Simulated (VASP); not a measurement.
Set up this calculation in VASP 6.6.1, as the native input.

- Task: single point
- Functional: PBE
- Potentials or basis: VASP PAW PBE potentials, release 64 (Ca_sv, C, O)
- Cutoff: 520 eV
- k mesh: 4 × 4 × 1
- Occupations: gaussian, width 0.1 eV
- Spin: no spin polarisation
- Dipole correction: yes
- Further INCAR settings: ALGO = Normal; EDIFF = 1e-07; NBANDS = 56

The structure of Ca8CO lies in POSCAR:

```
Ca8CO
1.0
    7.8132359319      0.0000000000      0.0000000000
    0.0000000000      7.8132359319      0.0000000000
    0.0000000000      0.0000000000     20.6093934330
Ca C O
8 1 1
Direct
    0.2500000000      0.2500000000      0.1940862555
    0.2500000000      0.7500000000      0.1940862555
    0.7500000000      0.2500000000      0.1940862555
    0.7500000000      0.7500000000      0.1940862555
    0.0000000000      0.0000000000      0.3206981057
    0.0000000000      0.5000000000      0.3206981057
    0.5000000000      0.0000000000      0.3206981057
    0.5000000000      0.5000000000      0.3206981057
    0.1834462693      0.7500000000      0.4468541718
    0.3165537307      0.7500000000      0.4468541718
```

One way to write it, as run:

INCAR

```
PREC = Accurate
ENCUT = 520
EDIFF = 1E-7
ISMEAR = 0
SIGMA = 0.1
LREAL = False
LASPH = True
NELM = 80
ALGO = Normal
ISIF = 2
LWAVE = False
LCHARG = False
LDIPOL = True
IDIPOL = 3
DIPOL = 0.5 0.5 0.295
GGA = PE
NBANDS = 56
```

KPOINTS

```
Automatic mesh
0
Gamma
  4 4 1
```

Potentials or basis: VASP PAW PBE potentials, release 64 (Ca_sv, C, O).

Run with:

```sh
$ cat potpaw_PBE.64/Ca_sv/POTCAR potpaw_PBE.64/C/POTCAR potpaw_PBE.64/O/POTCAR > POTCAR
$ mpirun -np 1 vasp_std > vasp.out
```

Results of the run:

```yaml
Largest_force: 18.302 eV/Å
Band_gap_on_the_k_mesh: zero (bands 45 and 46 overlap by 0.11 eV)
```

Run time: 18 min on 1 thread of Intel(R) Xeon(R) 6975P-C (Granite Rapids), on a shared host, peak memory 1.3 GiB.
